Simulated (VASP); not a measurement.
# C (Fd-3m) in VASP: further runs

The runs below take C through single point, relaxation of cell and atoms, with BLYP, revPBE, r2SCAN+rVV10.

Program: VASP 6.6.1. These are calculated values, not measurements. Logs are shortened: lines on timing, memory, paths and dates and some standing lists are left out, and cuts for length are marked.

## 1. The cell of the first run

It takes space group Fd-3m (No. 227, cubic). Conventional cell: a = 3.598 Å, b = 3.598 Å, c = 3.598 Å, α = 90.00°, β = 90.00°, γ = 90.00°. Within 2.1 Å of C (site symmetry -43m) lie 4 C at 1.56 Å.

## 2. Single point, BLYP

Contents of INCAR:

```
SYSTEM = C
PREC = Accurate
ENCUT = 520
EDIFF = 1E-6
ISMEAR = -1
SIGMA = 0.05
LREAL = .FALSE.
LASPH = .TRUE.
NELM = 100
ALGO = Normal
ISIF = 2
LWAVE = .FALSE.
LCHARG = .FALSE.
GGA = B5
ALDAX = 1.0
AGGAX = 1.0
AGGAC = 1.0
ALDAC = 0.0
NBANDS = 11
```

Contents of KPOINTS:

```
Automatic mesh
0
G
  13 13 13
  0 0 0
```

Contents of POSCAR:

```
C
1.0
    0.0000000000      1.7990801628      1.7990801628
    1.7990801628      0.0000000000      1.7990801628
    1.7990801628      1.7990801628      0.0000000000
C
2
Direct
    0.7500000000      0.7500000000      0.7500000000
    0.5000000000      0.5000000000      0.5000000000
```

Potentials or basis: VASP PAW PBE potentials, release 64 (C).

Command:

```console
$ cat potpaw_PBE.64/C/POTCAR > POTCAR
$ mpirun -np 1 vasp_std > vasp.out
```

OUTCAR:

```text
SYSTEM = C
   PREC = Accurate
   ENCUT = 520
   EDIFF = 1E-6
   ISMEAR = -1
   LREAL = .FALSE.
   LASPH = .TRUE.
   NELM = 100
   ISIF = 2
   GGA = B5

 ion  position               nearest neighbor table
   1  0.750  0.750  0.750-   2 1.56   2 1.56   2 1.56   2 1.56
   2  0.500  0.500  0.500-   1 1.56   1 1.56   1 1.56   1 1.56

  LATTYP: Found a face centered cubic cell.
 ALAT       =     3.5981603256

  Lattice vectors:

 A1 = (   0.0000000000,   1.7990801628,   1.7990801628)
 A2 = (   1.7990801628,   0.0000000000,   1.7990801628)
 A3 = (   1.7990801628,   1.7990801628,   0.0000000000)

Analysis of symmetry for initial positions (statically):
=====================================================================
 Subroutine PRICEL returns:
 Original cell was already a primitive cell.

 Routine SETGRP: Setting up the symmetry group for a
 face centered cubic supercell.

 Subroutine GETGRP returns: Found 48 space group operations
 (whereof 24 operations were pure point group operations)
 out of a pool of 48 trial point group operations.

The static configuration has the point symmetry T_d .
 The point group associated with its full space group is O_h .

Analysis of symmetry for dynamics (positions and initial velocities):
=====================================================================
 Subroutine PRICEL returns:
 Original cell was already a primitive cell.

 Routine SETGRP: Setting up the symmetry group for a
 face centered cubic supercell.

 Subroutine GETGRP returns: Found 48 space group operations
 (whereof 24 operations were pure point group operations)
 out of a pool of 48 trial point group operations.

The dynamic configuration has the point symmetry T_d .
 The point group associated with its full space group is O_h .

 Subroutine INISYM returns: Found 48 space group operations
 (whereof 24 operations are pure point group operations),
 and found     1 'primitive' translations

----------------------------------------------------------------------------------------

                                     Primitive cell

  volume of cell :      11.6461

  direct lattice vectors                    reciprocal lattice vectors
     0.000000000  1.799080163  1.799080163    -0.277919801  0.277919801  0.277919801
     1.799080163  0.000000000  1.799080163     0.277919801 -0.277919801  0.277919801
     1.799080163  1.799080163  0.000000000     0.277919801  0.277919801 -0.277919801

  length of vectors
     2.544283566  2.544283566  2.544283566     0.481371215  0.481371215  0.481371215

  position of ions in fractional coordinates (direct lattice)
     0.750000000  0.750000000  0.750000000
     0.500000000  0.500000000  0.500000000

  ion indices of the primitive-cell ions
   primitive index   ion index
                 1           1
                 2           2

----------------------------------------------------------------------------------------

 KPOINTS: Automatic mesh

Automatic generation of k-mesh.
 Grid dimensions read from file:
 generate k-points for:   13   13   13

 Generating k-lattice:

  Cartesian coordinates                     Fractional coordinates (reciprocal lattice)
    -0.021378446  0.021378446  0.021378446     0.076923077  0.000000000  0.000000000
     0.021378446 -0.021378446  0.021378446     0.000000000  0.076923077  0.000000000
     0.021378446  0.021378446 -0.021378446     0.000000000  0.000000000  0.076923077

  Length of vectors
     0.037028555  0.037028555  0.037028555

  Shift w.r.t. Gamma in fractional coordinates (k-lattice)
     0.000000000  0.000000000  0.000000000

 Subroutine IBZKPT returns following result:
 ===========================================

 Found     84 irreducible k-points:

 Following reciprocal coordinates:
            Coordinates               Weight
  0.000000  0.000000  0.000000      1.000000
  0.076923  0.000000  0.000000      8.000000
  0.153846  0.000000  0.000000      8.000000
  0.230769  0.000000  0.000000      8.000000
  0.307692  0.000000  0.000000      8.000000
  0.384615  0.000000  0.000000      8.000000
[... 16 lines left out ...]
  0.384615  0.153846  0.000000     24.000000
  0.461538  0.153846  0.000000     24.000000
 [... further k-points ...]
   k-points           NKPTS =     84   k-points in BZ     NKDIM =     84   number of bands    NBANDS=     11
   number of dos      NEDOS =    301   number of ions     NIONS =      2
   total plane-waves  NPLWV =   8000
   dimension x,y,z NGX =    20 NGY =   20 NGZ =   20
   dimension x,y,z NGXF=    40 NGYF=   40 NGZF=   40
   ions per type =               2
   NGX,Y,Z   is equivalent  to a cutoff of  13.07, 13.07, 13.07 a.u.
   NGXF,Y,Z  is equivalent  to a cutoff of  26.14, 26.14, 26.14 a.u.
 SYSTEM =  C
   PREC   = accura    normal or accurate (medium, high low for compatibility)
   ISTART =      0    job   : 0-new  1-cont  2-samecut
   ICHARG =      2    charge: 1-file 2-atom 10-const
   ISPIN  =      1    spin polarized calculation?
   LNONCOLLINEAR =      F non collinear calculations
   LSORBIT =      F    spin-orbit coupling
   LASPH  =      T    aspherical Exc in radial PAW
   ENCUT  =  520.0 eV  38.22 Ry    6.18 a.u.   4.73  4.73  4.73*2*pi/ulx,y,z
   NELM   =    100;   NELMIN=  2; NELMDL= -5     # of ELM steps
   EDIFF  = 0.1E-05   stopping-criterion for ELM
   LREAL  =      F    real-space projection
   EDIFFG = 0.1E-04   stopping-criterion for IOM
   NSW    =      0    number of steps for IOM
   IBRION =     -1    ionic relax: 0-MD 1-quasi-New 2-CG
   NFREE  =      0    steps in history (QN), initial steepest desc. (CG)
   ISIF   =      2    stress and relaxation
   ISYM   =      2    0-nonsym 1-usesym 2-fastsym
   POTIM  = 0.5000    time-step for ionic-motion
   TEBEG  =    0.0;   TEEND  =   0.0 temperature during run
   PSTRESS=    0.0 pullay stress
   NELECT =       8.0000    total number of electrons
   NUPDOWN=      -1.0000    fix difference up-down
   EMIN   =  10.00;   EMAX   =-10.00  energy-range for DOS
   EFERMI =   0.00;   METHOD = LEGACY
   ISMEAR =    -1;   SIGMA  =   0.05  broadening in eV -4-tet -1-fermi 0-gaus
   EFERMI_NEDOS =   21; number of points for ismear=-14 and -15
   IALGO  =     38    algorithm
   IMIX   =      4    mixing-type and parameters
     AMIX     =   0.40;   BMIX     =  1.00
     AMIX_MAG =   1.60;   BMIX_MAG =  1.00
  volume/ion in A,a.u.               =       5.82        39.30
  Fermi-wavevector in a.u.,A,eV,Ry     =   1.444478  2.729668 28.388789  2.086517
  Thomas-Fermi vector in A             =   2.562769
   LORBIT       =      0    0 simple, 1 ext, 2 COOP (PROOUT), +10 PAW based schemes
   GGA     = B5    functional components
   LHFCALC =     F    Hartree Fock is set to
   AEXX    =    0.0000 exact exchange contribution
   IVDW    =     0    specifies the selected vdW correction
   LEPSILON=     F    determine dielectric tensor
   LRPA    =     F    only Hartree local field effects (RPA)
 non-spin polarized calculation
  energy-cutoff  :      520.00
  volume of cell :       11.65
 maximum number of plane-waves:       331
   NGX =  9   NGY =  9   NGZ =  9

 number of electron       8.0000000 magnetization

 Free energy of the ion-electron system (eV)
  ---------------------------------------------------
  ext. energy  EPLUGINS =         0.00000000
  ---------------------------------------------------
  free energy    TOTEN  =       -16.72982636 eV

  energy without entropy =      -16.72982636  energy(sigma->0) =      -16.72982636

 E-fermi :  10.5681     XC(G=0): -12.4180

 val. band max:        9.6373326772   @ k =   0.0000   0.0000   0.0000
 cond. band min:      14.0423274265   @ k =   0.3846   0.3846   0.0000
 fundamental gap:      4.4049947493
 Fermi energy:        10.5680828862

 k-point     1 :       0.0000    0.0000    0.0000
  band No.  band energies     occupation
      1     -11.2099      2.00000
      2       9.6373      2.00000
      3       9.6373      2.00000
      4       9.6373      2.00000
      5      15.3027      0.00000
      6      15.3027      0.00000
      7      15.3027      0.00000
      8      22.4677      0.00000
      9      29.1043      0.00000
     10      36.2731      0.00000
     11      36.2731      0.00000

 k-point     2 :       0.0769    0.0000    0.0000
  band No.  band energies     occupation
      1     -11.0502      2.00000
      2       8.6320      2.00000
      3       9.3767      2.00000
      4       9.3767      2.00000
      5      15.6465      0.00000
      6      15.6465      0.00000
      7      15.8857      0.00000
      8      22.6198      0.00000
      9      29.3602      0.00000
     10      34.4192      0.00000
     11      34.4192      0.00000

 k-point     3 :       0.1538    0.0000    0.0000
  band No.  band energies     occupation
      1     -10.5730      2.00000
      2       6.4613      2.00000
      3       8.7815      2.00000
      4       8.7815      2.00000
      5      16.4360      0.00000
      6      16.4360      0.00000
      7      16.8476      0.00000
      8      23.0692      0.00000
      9      29.9299      0.00000
     10      32.8733      0.00000
     11      32.8733      0.00000

 k-point     4 :       0.2308    0.0000    0.0000
  band No.  band energies     occupation
      1      -9.7847      2.00000
      2       3.9543      2.00000
      3       8.1293      2.00000
      4       8.1293      2.00000
      5      17.2530      0.00000
      6      17.2530      0.00000
      7      17.5566      0.00000
      8      23.7440      0.00000
      9      30.3611      0.00000
     10      32.2565      0.00000
     11      32.2565      0.00000
[... 239 lines left out ...]
 k-point    22 :       0.3077    0.1538    0.0000
  band No.  band energies     occupation
      1      -8.8993      2.00000
      2       3.3119      2.00000
      3       6.2509      2.00000
      4       6.7850      2.00000
      5      15.7131      0.00000
      6      19.8031      0.00000
      7      19.9479      0.00000
      8      21.7626      0.00000
      9      30.0460      0.00000
     10      31.1877      0.00000
     11      36.3458      0.00000

 k-point    23 :       0.3846    0.1538    0.0000
  band No.  band energies     occupation
      1      -7.7331      2.00000
      2       0.9806      2.00000
      3       5.9614      2.00000
      4       6.0525      2.00000
      5      16.4098      0.00000
      6      20.1496      0.00000
      7      20.2388      0.00000
      8      22.3188      0.00000
      9      30.7786      0.00000
     10      31.3439      0.00000
     11      36.6355      0.00000

 k-point    24 :       0.4615    0.1538    0.0000
  band No.  band energies     occupation
      1      -6.3521      2.00000
      2      -1.1763      2.00000
      3       5.3879      2.00000
      4       5.9182      2.00000
      5      16.8632      0.00000
      6      20.1497      0.00000
      7      20.3099      0.00000
      8      23.4955      0.00000
      9      30.1850      0.00000
     10      32.5922      0.00000
     11      36.6448      0.00000

 [... further k-points ...]
[... 5 lines left out ...]
  --------------------------------------------------------------------------------------
  -------------------------------------------------------------------------------------
  Total        0.0313161      0.0313161      0.0313161     -0.0000000      0.0000000      0.0000000
  in kB        4.3082058      4.3082058      4.3082058     -0.0000000      0.0000000      0.0000000
  external PRESSURE =       4.3082058 kB  Pullay stress =       0.0000000 kB

 VOLUME and BASIS-vectors are now :
 -----------------------------------------------------------------------------
  energy-cutoff  :      520.00
  volume of cell :       11.65
      direct lattice vectors                 reciprocal lattice vectors
     0.000000000  1.799080163  1.799080163    -0.277919801  0.277919801  0.277919801
     1.799080163  0.000000000  1.799080163     0.277919801 -0.277919801  0.277919801
     1.799080163  1.799080163  0.000000000     0.277919801  0.277919801 -0.277919801

 POSITION                                       TOTAL-FORCE (eV/Angst)
 -----------------------------------------------------------------------------------
      2.69862      2.69862      2.69862         0.000000      0.000000      0.000000
      1.79908      1.79908      1.79908        -0.000000     -0.000000     -0.000000
 -----------------------------------------------------------------------------------
    total drift:                                0.000000      0.000000      0.000000

  FREE ENERGIE OF THE ION-ELECTRON SYSTEM (eV)
  ---------------------------------------------------
  free  energy   TOTEN  =       -16.7298263590 eV

  energy  without entropy=      -16.7298263590  energy(sigma->0) =      -16.72982636
```

Wall time 11 s (1 thread of Intel Xeon Platinum 8488C (Sapphire Rapids), shared host); peak memory 0.12 GiB.

Results:

```yaml
Free_energy: -16.7298 eV
Pressure: 0.4 GPa
Band_gap_on_the_k_mesh: 4.41 eV, indirect (least direct gap 5.67 eV)
```

Caveat: the PAW data sets were made with another functional, which shifts forces and pressure a little.

[end of part 1 of 2]
